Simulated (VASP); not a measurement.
# AlN: relaxation of the atoms with PBE

Crystal: AlN.

```
Al N
1.0
     3.19250    0.00000    0.00000
    -1.59625    2.76479    0.00000
     0.00000    0.00000    4.41490
Al N
2 2
Direct
  0.33333 0.66667 0.00173
  0.66667 0.33333 0.50173
  0.33333 0.66667 0.38327
  0.66667 0.33333 0.88327
```

- Program: VASP 6.6.1
- Task: relaxation of the atoms
- Functional: PBE
- Potentials or basis: VASP PAW PBE potentials, release 64 (Al, N)
- Cutoff: 520 eV
- k mesh: 9 × 9 × 6
- Occupations: gaussian, width 0.05 eV
- Spin: no spin polarisation
- Dipole correction: no
- Further INCAR settings: ALGO = Normal; EDIFF = 1e-07; IBRION = 2; EDIFFG = -0.01; NSW = 50

| Quantity | Value |
| --- | --- |
| Energy gained by relaxing | 165.2 meV/atom |
| Ionic steps | 5 |
| Pressure after relaxing | 13.0 GPa |
| Band gap on the k mesh | 3.74 eV |

Forces in eV/Å, atoms in the order of the input:
```
Al   0.000  0.000  0.002
Al   0.000  0.000  0.002
N    0.000  0.000 -0.002
N    0.000  0.000 -0.002
```

Stress tensor (GPa, compression positive):
```
 9.30  0.00  0.00
 0.00  9.30  0.00
 0.00  0.00 20.50
```

The path:
| step | energy change (eV) | largest force (eV/Å) | pressure (GPa) |
| --- | --- | --- | --- |
| 1 | 0.0000 | 3.9922 | 25.56 |
| 2 | -0.5499 | 0.3993 | 10.41 |
| 3 | -0.6607 | 0.0468 | 13.24 |
| 4 | -0.6598 | 0.0861 | 12.72 |
| 5 | -0.6609 | 0.0022 | 13.03 |

Final structure:
```
CELL_PARAMETERS angstrom
3.19250 0.00000 0.00000
-1.59625 2.76479 0.00000
0.00000 0.00000 4.41490
ATOMIC_POSITIONS crystal
Al 0.33333 0.66667 0.97735
Al 0.66667 0.33333 0.47735
N 0.33333 0.66667 0.40765
N 0.66667 0.33333 0.90765
```

Levels at points of the mesh, in eV from the valence-band top:
| k point | band 4 | band 5 | band 6 | band 7 | band 8 | band 9 | band 10 | band 11 | band 12 |
| --- | --- | --- | --- | --- | --- | --- | --- | --- | --- |
| (0.00, 0.00, 0.00) | -2.69 | -2.69 | -1.47 | -1.47 | 0.00 | 3.74 | 5.20 | 9.26 | 9.26 |
| (0.00, 0.00, 0.50) | -3.69 | -2.11 | -2.11 | -2.11 | -2.11 | 5.88 | 5.88 | 9.55 | 9.55 |

It took 32 s on 1 thread of Intel(R) Xeon(R) Platinum 8488C (Sapphire Rapids), on a shared host, peak memory 0.16 GiB.
